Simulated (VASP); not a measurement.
# Cu (Fm-3m) in VASP: a series of runs

Cu is run at these levels: PBEsol; tasks: single point.

Program: VASP 6.6.1. These are calculated values, not measurements. Logs are shortened: lines on timing, memory, paths and dates and some standing lists are left out, and cuts for length are marked.

**1. The cell of the first run**

Symmetry: Fm-3m, No. 225, cubic system. Conventional cell: a = 3.615 Å, b = 3.615 Å, c = 3.615 Å, α = 90.00°, β = 90.00°, γ = 90.00°. Cu (site symmetry m-3m) has 12 Cu at 2.56 Å within 3.4 Å.

**2. Single point, PBEsol**

Contents of INCAR:

```
SYSTEM = Cu
PREC = Accurate
ENCUT = 520
EDIFF = 1E-7
ISMEAR = 0
SIGMA = 0.1
LREAL = .FALSE.
LASPH = .TRUE.
NELM = 60
ALGO = Normal
ISIF = 2
LWAVE = .FALSE.
LCHARG = .FALSE.
GGA = PS
NBANDS = 12
```

Contents of KPOINTS:

```
Automatic mesh
0
G
  8 8 8
  0 0 0
```

Contents of POSCAR:

```
Cu
1.0
    0.0000000000      1.8075000000      1.8075000000
    1.8075000000      0.0000000000      1.8075000000
    1.8075000000      1.8075000000      0.0000000000
Cu
1
Direct
    0.0000000000      0.0000000000      0.0000000000
```

Potentials or basis: VASP PAW PBE potentials, release 64 (Cu).

The run is started by

```bash
$ cat potpaw_PBE.64/Cu/POTCAR > POTCAR
$ mpirun -np 1 vasp_std > vasp.out
```

OUTCAR:

```text
SYSTEM = Cu
   PREC = Accurate
   ENCUT = 520
   EDIFF = 1E-7
   ISMEAR = 0
   LREAL = .FALSE.
   LASPH = .TRUE.
   NELM = 60
   ISIF = 2
   GGA = PS

 ion  position               nearest neighbor table
   1  0.000  0.000  0.000-

  LATTYP: Found a face centered cubic cell.
 ALAT       =     3.6150000000

  Lattice vectors:

 A1 = (   0.0000000000,   1.8075000000,   1.8075000000)
 A2 = (   1.8075000000,   0.0000000000,   1.8075000000)
 A3 = (   1.8075000000,   1.8075000000,   0.0000000000)

Analysis of symmetry for initial positions (statically):
=====================================================================
 Subroutine PRICEL returns:
 Original cell was already a primitive cell.

 Routine SETGRP: Setting up the symmetry group for a
 face centered cubic supercell.

 Subroutine GETGRP returns: Found 48 space group operations
 (whereof 48 operations were pure point group operations)
 out of a pool of 48 trial point group operations.

The static configuration has the point symmetry O_h .

Analysis of symmetry for dynamics (positions and initial velocities):
=====================================================================
 Subroutine PRICEL returns:
 Original cell was already a primitive cell.

 Routine SETGRP: Setting up the symmetry group for a
 face centered cubic supercell.

 Subroutine GETGRP returns: Found 48 space group operations
 (whereof 48 operations were pure point group operations)
 out of a pool of 48 trial point group operations.

The dynamic configuration has the point symmetry O_h .

 Subroutine INISYM returns: Found 48 space group operations
 (whereof 48 operations are pure point group operations),
 and found     1 'primitive' translations

----------------------------------------------------------------------------------------

                                     Primitive cell

  volume of cell :      11.8104

  direct lattice vectors                    reciprocal lattice vectors
     0.000000000  1.807500000  1.807500000    -0.276625173  0.276625173  0.276625173
     1.807500000  0.000000000  1.807500000     0.276625173 -0.276625173  0.276625173
     1.807500000  1.807500000  0.000000000     0.276625173  0.276625173 -0.276625173

  length of vectors
     2.556191014  2.556191014  2.556191014     0.479128854  0.479128854  0.479128854

  position of ions in fractional coordinates (direct lattice)
     0.000000000  0.000000000  0.000000000

  ion indices of the primitive-cell ions
   primitive index   ion index
                 1           1

----------------------------------------------------------------------------------------

 KPOINTS: Automatic mesh

Automatic generation of k-mesh.
 Grid dimensions read from file:
 generate k-points for:    8    8    8

 Generating k-lattice:

  Cartesian coordinates                     Fractional coordinates (reciprocal lattice)
    -0.034578147  0.034578147  0.034578147     0.125000000  0.000000000  0.000000000
     0.034578147 -0.034578147  0.034578147     0.000000000  0.125000000  0.000000000
     0.034578147  0.034578147 -0.034578147     0.000000000  0.000000000  0.125000000

  Length of vectors
     0.059891107  0.059891107  0.059891107

  Shift w.r.t. Gamma in fractional coordinates (k-lattice)
     0.000000000  0.000000000  0.000000000

 Subroutine IBZKPT returns following result:
 ===========================================

 Found     29 irreducible k-points:

 Following reciprocal coordinates:
            Coordinates               Weight
  0.000000  0.000000  0.000000      1.000000
  0.125000  0.000000  0.000000      8.000000
  0.250000  0.000000  0.000000      8.000000
  0.375000  0.000000  0.000000      8.000000
  0.500000  0.000000  0.000000      4.000000
  0.125000  0.125000  0.000000      6.000000
[... 16 lines left out ...]
  0.500000  0.250000  0.125000     48.000000
 -0.375000  0.250000  0.125000     24.000000
 [... further k-points ...]
   k-points           NKPTS =     29   k-points in BZ     NKDIM =     29   number of bands    NBANDS=     12
   number of dos      NEDOS =    301   number of ions     NIONS =      1
   total plane-waves  NPLWV =   8000
   dimension x,y,z NGX =    20 NGY =   20 NGZ =   20
   dimension x,y,z NGXF=    40 NGYF=   40 NGZF=   40
   ions per type =               1
   NGX,Y,Z   is equivalent  to a cutoff of  13.01, 13.01, 13.01 a.u.
   NGXF,Y,Z  is equivalent  to a cutoff of  26.01, 26.01, 26.01 a.u.
 SYSTEM =  Cu
   PREC   = accura    normal or accurate (medium, high low for compatibility)
   ISTART =      0    job   : 0-new  1-cont  2-samecut
   ICHARG =      2    charge: 1-file 2-atom 10-const
   ISPIN  =      1    spin polarized calculation?
   LNONCOLLINEAR =      F non collinear calculations
   LSORBIT =      F    spin-orbit coupling
   LASPH  =      T    aspherical Exc in radial PAW
   ENCUT  =  520.0 eV  38.22 Ry    6.18 a.u.   4.75  4.75  4.75*2*pi/ulx,y,z
   NELM   =     60;   NELMIN=  2; NELMDL= -5     # of ELM steps
   EDIFF  = 0.1E-06   stopping-criterion for ELM
   LREAL  =      F    real-space projection
   EDIFFG = 0.1E-05   stopping-criterion for IOM
   NSW    =      0    number of steps for IOM
   IBRION =     -1    ionic relax: 0-MD 1-quasi-New 2-CG
   NFREE  =      0    steps in history (QN), initial steepest desc. (CG)
   ISIF   =      2    stress and relaxation
   ISYM   =      2    0-nonsym 1-usesym 2-fastsym
   POTIM  = 0.5000    time-step for ionic-motion
   TEBEG  =    0.0;   TEEND  =   0.0 temperature during run
   PSTRESS=    0.0 pullay stress
   NELECT =      11.0000    total number of electrons
   NUPDOWN=      -1.0000    fix difference up-down
   EMIN   =  10.00;   EMAX   =-10.00  energy-range for DOS
   EFERMI =   0.00;   METHOD = LEGACY
   ISMEAR =     0;   SIGMA  =   0.10  broadening in eV -4-tet -1-fermi 0-gaus
   EFERMI_NEDOS =   21; number of points for ismear=-14 and -15
   IALGO  =     38    algorithm
   IMIX   =      4    mixing-type and parameters
     AMIX     =   0.40;   BMIX     =  1.00
     AMIX_MAG =   1.60;   BMIX_MAG =  1.00
  volume/ion in A,a.u.               =      11.81        79.70
  Fermi-wavevector in a.u.,A,eV,Ry     =   1.598763  3.021224 34.777078  2.556043
  Thomas-Fermi vector in A             =   2.696162
   LORBIT       =      0    0 simple, 1 ext, 2 COOP (PROOUT), +10 PAW based schemes
   GGA     = PS    functional components
   LHFCALC =     F    Hartree Fock is set to
   AEXX    =    0.0000 exact exchange contribution
   IVDW    =     0    specifies the selected vdW correction
   LEPSILON=     F    determine dielectric tensor
   LRPA    =     F    only Hartree local field effects (RPA)
 non-spin polarized calculation
 Gauss-broadening in eV      SIGMA  =   0.10
  energy-cutoff  :      520.00
  volume of cell :       11.81
 maximum number of plane-waves:       332
   NGX =  9   NGY =  9   NGZ =  9

 number of electron      11.0000001 magnetization

 Free energy of the ion-electron system (eV)
  ---------------------------------------------------
  ext. energy  EPLUGINS =         0.00000000
  ---------------------------------------------------
  free energy    TOTEN  =        -4.26993678 eV

  energy without entropy =       -4.26679767  energy(sigma->0) =       -4.26836723

 E-fermi :   7.3252     XC(G=0): -12.9066

 val. band max:        7.2511863590   @ k =   0.5000   0.2500   0.1250
 cond. band min:       7.5143048552   @ k =   0.5000   0.1250   0.0000
 fundamental gap:      0.2631184962
 Fermi energy:         7.3252148436

 k-point     1 :       0.0000    0.0000    0.0000
  band No.  band energies     occupation
      1      -1.9877      2.00000
      2       4.3858      2.00000
      3       4.3858      2.00000
      4       4.3858      2.00000
      5       5.2186      2.00000
      6       5.2186      2.00000
      7      29.9828      0.00000
      8      32.5979      0.00000
      9      32.5979      0.00000
     10      32.5979      0.00000
     11      35.0774      0.00000
     12      35.0774      0.00000

 k-point     2 :       0.1250    0.0000    0.0000
  band No.  band energies     occupation
      1      -1.4245      2.00000
      2       4.2752      2.00000
      3       4.4798      2.00000
      4       4.4798      2.00000
      5       5.1893      2.00000
      6       5.1893      2.00000
      7      26.1764      0.00000
      8      30.6031      0.00000
      9      31.3909      0.00000
     10      31.3909      0.00000
     11      36.9872      0.00000
     12      36.9872      0.00000

 k-point     3 :       0.2500    0.0000    0.0000
  band No.  band energies     occupation
      1       0.1357      2.00000
      2       4.1282      2.00000
      3       4.5441      2.00000
      4       4.5441      2.00000
      5       5.2999      2.00000
      6       5.2999      2.00000
      7      19.8165      0.00000
      8      29.8607      0.00000
      9      30.1727      0.00000
     10      30.1727      0.00000
     11      35.8483      0.00000
     12      35.8483      0.00000
[... 286 lines left out ...]
 k-point    23 :       0.5000    0.2500    0.1250
  band No.  band energies     occupation
      1       2.7665      2.00000
      2       3.7955      2.00000
      3       4.1107      2.00000
      4       4.9387      2.00000
      5       5.5534      2.00000
      6       7.2512      1.70486
      7      15.3731      0.00000
      8      20.8284      0.00000
      9      23.7403      0.00000
     10      31.2420      0.00000
     11      34.7802      0.00000
     12      38.5399      0.00000

 k-point    24 :      -0.3750    0.2500    0.1250
  band No.  band energies     occupation
      1       3.0862      2.00000
      2       3.7913      2.00000
      3       4.3128      2.00000
      4       4.8369      2.00000
      5       5.7300      2.00000
      6       9.4885      0.00000
      7      11.6375      0.00000
      8      21.5508      0.00000
      9      21.9361      0.00000
     10      30.9481      0.00000
     11      34.6561      0.00000
     12      42.1124      0.00000

 [... further k-points ...]

------------------------ aborting loop because EDIFF is reached ----------------------------------------

  FORCE on cell =-STRESS in cart. coord.  units (eV):
  Direction    XX          YY          ZZ          XY          YZ          ZX
  --------------------------------------------------------------------------------------
  -------------------------------------------------------------------------------------
  Total       -0.3653613     -0.3653613     -0.3653613     -0.0000000      0.0000000      0.0000000
  in kB      -49.5642061    -49.5642061    -49.5642061     -0.0000000      0.0000000      0.0000000
  external PRESSURE =     -49.5642061 kB  Pullay stress =       0.0000000 kB

 VOLUME and BASIS-vectors are now :
 -----------------------------------------------------------------------------
  energy-cutoff  :      520.00
  volume of cell :       11.81
      direct lattice vectors                 reciprocal lattice vectors
     0.000000000  1.807500000  1.807500000    -0.276625173  0.276625173  0.276625173
     1.807500000  0.000000000  1.807500000     0.276625173 -0.276625173  0.276625173
     1.807500000  1.807500000  0.000000000     0.276625173  0.276625173 -0.276625173

 POSITION                                       TOTAL-FORCE (eV/Angst)
 -----------------------------------------------------------------------------------
      0.00000      0.00000      0.00000         0.000000      0.000000      0.000000
 -----------------------------------------------------------------------------------
    total drift:                               -0.000000     -0.000000     -0.000000

  FREE ENERGIE OF THE ION-ELECTRON SYSTEM (eV)
  ---------------------------------------------------
  free  energy   TOTEN  =        -4.2699367814 eV

  energy  without entropy=       -4.2667976715  energy(sigma->0) =       -4.26836723
```

It took 3.2 s on 1 thread of AMD EPYC 9R45 (Zen 5), shared host; peak memory 0.09 GiB.

Results:

```yaml
Free_energy: -4.2699 eV
Pressure: -5.0 GPa
```

Levels at points of the mesh, in eV from the Fermi level:
```
           k point  band 3  band 4  band 5  band 6  band 7  band 8  band 9  band 10
(0.00, 0.00, 0.00)   -2.94   -2.94   -2.11   -2.11   22.66   25.27   25.27    25.27
(0.50, 0.00, 0.00)   -2.97   -1.54   -1.54   -0.96    3.82   21.15   22.09    22.09
(0.50, 0.50, 0.00)   -1.55   -1.40   -1.40    1.53    7.18   13.11   13.11    17.63
```

Caveat: the k points lie up to 0.38 Å⁻¹ apart; the PAW data sets were made with another functional, which shifts forces and pressure a little.

**3. Single point, PBEsol**

This run uses another cell than the first one, of 11.31 Å³/atom, 0.958 times its volume.

Contents of INCAR:

```
SYSTEM = Cu
PREC = Accurate
ENCUT = 520
EDIFF = 1E-7
ISMEAR = 0
SIGMA = 0.1
LREAL = .False.
LASPH = .True.
NELM = 80
ALGO = Normal
ISIF = 2
LWAVE = .False.
LCHARG = .False.
GGA = PS
NBANDS = 12
```

Contents of KPOINTS:

```
regular mesh
0
Gamma
  20 20 20
  0 0 0
```

Contents of POSCAR:

```
Cu
1.0
    0.0000000000      1.7816860414      1.7816860414
    1.7816860414      0.0000000000      1.7816860414
    1.7816860414      1.7816860414      0.0000000000
Cu
1
Direct
    0.0000000000      0.0000000000      0.0000000000
```

Potentials or basis: VASP PAW PBE potentials, release 64 (Cu).

The run is started by

```bash
$ cat potpaw_PBE.64/Cu/POTCAR > POTCAR
$ mpirun -np 1 vasp_std > vasp.out
```

It took 18 s on 1 thread of AMD EPYC 9R45 (Zen 5), shared host; peak memory 0.11 GiB.

Results (log left out):

- Free energy: -4.3099 eV
- Pressure: 0.7 GPa

Levels at points of the mesh, in eV from the Fermi level:
| k point | band 4 | band 5 | band 6 | band 7 | band 8 | band 9 |
| --- | --- | --- | --- | --- | --- | --- |
| (0.00, 0.00, 0.00) | -3.13 | -2.24 | -2.24 | 22.96 | 25.91 | 25.91 |
| (0.50, 0.00, 0.00) | -1.63 | -1.63 | -1.13 | 3.99 | 21.43 | 22.73 |
| (0.50, 0.50, 0.00) | -1.48 | -1.48 | 1.46 | 7.44 | 13.40 | 13.40 |

Caveat: the PAW data sets were made with another functional, which shifts forces and pressure a little.
